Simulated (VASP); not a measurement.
Wanted: the native input for a VASP 6.6.1 run.

- Task: single point
- Functional: HSE06
- Potentials or basis: VASP PAW PBE potentials, release 64 (Al, N)
- Cutoff: 520 eV
- k mesh: 6 × 6 × 6
- Occupations: gaussian, width 0.01 eV
- Spin: no spin polarisation
- Dipole correction: no
- Grid for exact exchange (PRECFOCK): Normal
- Further INCAR settings: ALGO = Normal; EDIFF = 1e-06; NBANDS = 11
- Screening parameter: 0.2079 1/Å

The system is AlN.

```
Al N
1.0
     0.00000    2.18488    2.18488
     2.18488    0.00000    2.18488
     2.18488    2.18488    0.00000
Al N
1 1
Direct
  0.00000 0.00000 0.00000
  0.25000 0.25000 0.25000
```

One way to write it, as run:

POSCAR

```
AlN
1.0
    0.0000000000      2.1848764127      2.1848764127
    2.1848764127      0.0000000000      2.1848764127
    2.1848764127      2.1848764127      0.0000000000
Al N
1 1
Direct
    0.0000000000      0.0000000000      0.0000000000
    0.2500000000      0.2500000000      0.2500000000
```

INCAR.step1

```
SYSTEM = AlN
PREC     = Accurate       ! precision mode
ENCUT    = 520            ! plane-wave cutoff, eV
EDIFF    = 1E-5           ! SCF threshold, eV
ISMEAR   = 0              ! smearing method
SIGMA    = 0.01           ! smearing width, eV
LREAL    = .FALSE.        ! projectors in reciprocal space
LASPH    = .TRUE.         ! aspherical terms in the spheres
NELM     = 80             ! most SCF steps
ALGO     = Normal         ! electronic algorithm
ISIF     = 2              ! what is computed and relaxed
LWAVE    = .TRUE.         ! write WAVECAR
LCHARG   = .FALSE.        ! write CHGCAR
GGA      = PE             ! functional
NBANDS   = 11             ! bands
```

INCAR.step2

```
SYSTEM = AlN
PREC     = Accurate       ! precision mode
ENCUT    = 520            ! plane-wave cutoff, eV
EDIFF    = 1E-6           ! SCF threshold, eV
ISMEAR   = 0              ! smearing method
SIGMA    = 0.01           ! smearing width, eV
LREAL    = .FALSE.        ! projectors in reciprocal space
LASPH    = .TRUE.         ! aspherical terms in the spheres
NELM     = 80             ! most SCF steps
ALGO     = Normal         ! electronic algorithm
ISIF     = 2              ! what is computed and relaxed
LWAVE    = .FALSE.        ! write WAVECAR
LCHARG   = .FALSE.        ! write CHGCAR
GGA      = PE             ! functional
LHFCALC  = .TRUE.         ! exact exchange
HFSCREEN = 0.2079         ! screening, 1/A
PRECFOCK = Normal       
ISTART   = 1            
NBANDS   = 11             ! bands
```

KPOINTS

```
regular mesh
0
G
  6 6 6
  0 0 0
```

Potentials or basis: VASP PAW PBE potentials, release 64 (Al, N).

Launch:

```bash
$ cat potpaw_PBE.64/Al/POTCAR potpaw_PBE.64/N/POTCAR > POTCAR
$ cp INCAR.step1 INCAR
$ mpirun -np 1 vasp_std > vasp.out
$ cp INCAR.step2 INCAR
$ mpirun -np 1 vasp_std > vasp.out
```

Results of the run:

```yaml
Pressure: -0.8 GPa
Band_gap_on_the_k_mesh: 4.55 eV, indirect (least direct gap 5.54 eV)
```

Caveat: the PAW data sets were made with another functional, which shifts forces and pressure a little.

It took 5.5 min on 1 thread of AMD EPYC 7R43 64-Core Processor (Zen 3), on a shared host, peak memory 0.2 GiB.
